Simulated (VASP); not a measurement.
Set up this calculation in VASP 6.6.1, as the native input.

```yaml
Task: single point
Functional: PBE
Potentials_or_basis: VASP PAW PBE potentials, release 64 (Pt)
Cutoff: 520 eV
k_mesh: 12 × 12 × 12
Occupations: gaussian, width 0.012 eV
Spin: no spin polarisation
Dipole_correction: no
Further_INCAR_settings: ALGO = Fast; EDIFF = 1e-06; NBANDS = 11
```

The structure of Pt lies in POSCAR:

```
Pt
1.0
   -1.5842200000      1.5842200000      1.5842200000
    1.5842200000     -1.5842200000      1.5842200000
    1.5842200000      1.5842200000     -1.5842200000
Pt
1
Direct
    0.0000000000      0.0000000000      0.0000000000
```

One way to write it, as run:

INCAR

```
SYSTEM = Pt
  ALGO = Fast
  EDIFF = 1E-6
  ENCUT = 520
  GGA = PE
  ISIF = 2
  ISMEAR = 0
  LASPH = .TRUE.
  LCHARG = .FALSE.
  LREAL = .FALSE.
  LWAVE = .FALSE.
  NBANDS = 11
  NELM = 100
  PREC = Accurate
  SIGMA = 0.012
```

KPOINTS

```
k-points
0
G
  12 12 12
  0 0 0
```

Potentials or basis: VASP PAW PBE potentials, release 64 (Pt).

The run is started by

```sh
$ cat potpaw_PBE.64/Pt/POTCAR > POTCAR
$ mpirun -np 1 vasp_std > vasp.out
```

It gave:

- Pressure: -1.9 GPa
- Band gap on the k mesh: zero (band 5 reaches 11.08 eV, above the bottom of band 6 at 8.94 eV)

Caveat: spin-orbit coupling is left out, which moves the levels of the heavy elements.

Run time: 8.4 s on 1 thread of Intel(R) Xeon(R) Platinum 8375C CPU @ 2.90GHz (Ice Lake), on a shared host, peak memory 0.13 GiB.
